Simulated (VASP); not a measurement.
Wanted: the native input for a VASP 6.6.1 run.

```
Task                   : single point
Functional             : r2SCAN
Potentials or basis    : VASP PAW PBE potentials, release 64 (Si, C)
Cutoff                 : 520 eV
k mesh                 : 12 × 12 × 6
Occupations            : fermi-dirac, width 0.08 eV
Spin                   : no spin polarisation
Dipole correction      : no
Further INCAR settings : ALGO = Normal; EDIFF = 1e-07; NBANDS = 16
```

SiC:

```
Si C
1.0
     3.07534    0.00000    0.00000
    -1.53767    2.66332    0.00000
     0.00000    0.00000    5.04822
Si C
2 2
Cartesian
  0.0000 1.7755 0.0232
  1.5377 0.8878 2.5473
  0.0000 1.7755 1.9203
  1.5377 0.8878 4.4445
```

One way to write it, as run:

POSCAR

```
SiC
1.0
    3.0753362880      0.0000000000      0.0000000000
   -1.5376681440      2.6633193506      0.0000000000
    0.0000000000      0.0000000000      5.0482168218
Si C
2 2
Direct
    0.3333333333      0.6666666667      0.0045985930
    0.6666666667      0.3333333333      0.5045985930
    0.3333333333      0.6666666667      0.3804014070
    0.6666666667      0.3333333333      0.8804014070
```

INCAR.step1

```
PREC = Accurate
ENCUT = 520
ISMEAR = -1
SIGMA = 0.08
LREAL = F
LASPH = T
NELM = 100
NBANDS = 16
GGA = PE
ALGO = Normal
EDIFF = 1E-4
LWAVE = T
LCHARG = F
```

INCAR.step2

```
PREC = Accurate
ENCUT = 520
EDIFF = 1E-7
ISMEAR = -1
SIGMA = 0.08
LREAL = F
LASPH = T
NELM = 100
ALGO = Normal
ISIF = 2
LWAVE = F
LCHARG = T
METAGGA = R2SCAN
LMIXTAU = T
LELF = T
LVHAR = T
NBANDS = 16
ISTART = 1
```

KPOINTS

```
Automatic mesh
0
Gamma
  12 12 6
```

Potentials or basis: VASP PAW PBE potentials, release 64 (Si, C).

The run is started by

```sh
$ cat potpaw_PBE.64/Si/POTCAR potpaw_PBE.64/C/POTCAR > POTCAR
$ cp INCAR.step1 INCAR
$ mpirun -np 1 vasp_std > vasp.out
$ cp INCAR.step2 INCAR
$ mpirun -np 1 vasp_std > vasp.out
```

Results of the run:

The pressure is -0.2 GPa and the band gap on the k mesh is 2.66 eV, indirect (least direct gap 4.48 eV).

Caveat: the PAW data sets were made with another functional, which shifts forces and pressure a little.

Run time: 2.3 min on 1 thread of Intel Xeon 6975P-C, with other jobs on the host, peak memory 0.19 GiB.
